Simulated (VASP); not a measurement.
# HC4: single point with PBE+D3(BJ)

System: HC4, a slab with vacuum.

```
C H
1.0
     4.93140    0.00000    0.00000
    -2.46570    4.27072    0.00000
     0.00000    0.00000   18.00000
C H
8 2
Direct
  0.16667 0.33333 0.22222
  0.16667 0.83333 0.22222
  0.66667 0.33333 0.22222
  0.66667 0.83333 0.22222
  0.33333 0.16667 0.22222
  0.33333 0.66667 0.22222
  0.83333 0.16667 0.22222
  0.83333 0.66667 0.22222
  0.02339 0.02339 0.28278
  0.47661 0.47661 0.28278
```

```yaml
Program: VASP 6.6.1
Task: single point
Functional: PBE
Dispersion: D3(BJ)
Potentials_or_basis: VASP PAW PBE potentials, release 64 (C, H)
Cutoff: 520 eV
k_mesh: 6 × 6 × 1
Occupations: gaussian, width 0.1 eV
Spin: no spin polarisation
Dipole_correction: yes
Further_INCAR_settings: ALGO = Normal; EDIFF = 1e-06; NBANDS = 28
```

| Item | Value |
| --- | --- |
| Largest force | 1.135 eV/Å |
| Band gap on the k mesh | zero (bands 17 and 18 overlap by 2.01 eV) |
| Dispersion energy per atom | -0.091 eV |

Forces on the atoms (eV/Å):
```
C   -0.641  0.370 -0.272
C    0.271 -0.499 -0.210
C    0.568  0.014 -0.210
C   -0.144  0.083 -0.427
C    0.641 -0.370 -0.272
C   -0.271  0.499 -0.210
C   -0.568 -0.014 -0.210
C    0.144 -0.083 -0.427
H    0.095  0.165  1.119
H   -0.095 -0.165  1.119
```

Levels at points of the mesh, in eV from the Fermi level:
```tsv
k point	band 13	band 14	band 15	band 16	band 17	band 18	band 19	band 20	band 21	band 22
(0.00, 0.00, 0.00)	-3.93	-3.73	-3.39	-3.10	-2.47	-1.16	0.72	1.50	3.26	3.56
(0.50, 0.00, 0.00)	-6.08	-5.88	-4.01	-3.97	0.79	1.03	1.83	1.89	4.74	4.96
(0.50, 0.50, 0.00)	-6.10	-5.88	-4.33	-4.01	0.86	1.17	1.79	1.87	4.32	5.17
```

Wall time 7.1 min on 1 thread of Intel(R) Xeon(R) 6975P-C (Granite Rapids), on a shared host, peak memory 0.53 GiB.
